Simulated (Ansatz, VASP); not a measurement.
## One calculation of TaAs, two programs

```
Ta As
1.0
    -1.72181    1.72181    5.86794
     1.72181   -1.72181    5.86794
     1.72181    1.72181   -5.86794
Ta As
2 2
Direct
  0.49997 0.49997 0.00000
  0.24997 0.74997 0.50000
  0.08263 0.08263 0.00000
  0.83263 0.33263 0.50000
```

Alike in both runs: functional LDA; k mesh 11 × 11 × 11; occupations fermi-dirac, width 0.05 eV; no spin polarisation.

|  | VASP | Ansatz |
| --- | --- | --- |
| version | VASP 6.6.1 | Ansatz 0.2.0 |
| potentials or method | VASP PAW LDA potentials, release 64 (Ta_sv_GW, As_d) | Ansatz PAW |
| plane-wave cutoff (eV) | 600 | 420 |
| valence electrons in the cell | 56 | 56 |
| task | single point | band structure |

```tsv
	VASP	Ansatz	Ansatz less VASP
pressure (GPa)	-7.0	-7.5	-0.52
traceless stress, the component that is largest in VASP (GPa)	-0.05	0.01	+0.066
rms of the force components (eV/Å)	0.012	0.010	-0.0017
```

LDA's correlation is that of Perdew and Zunger in VASP and of Perdew and Wang (1992) in Ansatz. Atom by atom the forces differ by 0.002 eV/Å (rms over components).

Spin-orbit coupling is off throughout.
